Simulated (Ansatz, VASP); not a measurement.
**In3Se: VASP beside Ansatz**

```
In Se
1.0
    -2.94314    2.94314    2.94314
     2.94314   -2.94314    2.94314
     2.94314    2.94314   -2.94314
In Se
3 1
Direct
  0.00000 0.50000 0.50000
  0.50000 0.00000 0.50000
  0.50000 0.50000 0.00000
  0.00000 0.00000 0.00000
```

Alike in both runs: task single point; functional PBE; k mesh 12 × 12 × 12; occupations gaussian, width 0.1 eV; no spin polarisation.

|  | VASP | Ansatz |
| --- | --- | --- |
| version | VASP 6.6.1 | Ansatz 0.2.0 |
| potentials or method | VASP PAW PBE potentials, release 64 (In_d, Se), cutoff 520 eV | scalar-relativistic, plane waves, PAW |
| valence electrons in the cell | 45 | 55 |

```tsv
	VASP	Ansatz	Ansatz less VASP
gap on the k mesh at the Fermi level (eV)	none	none	-
pressure (GPa)	4.2	4.2	0.00
```

A gap of «none» marks a metal or a gap that the smearing closes. The functional is the same, so the differences come from potentials, cutoffs and numerics. VASP's potentials hold 45 valence electrons a cell and Ansatz's 55, so a difference there can come from the potentials and not from the codes.
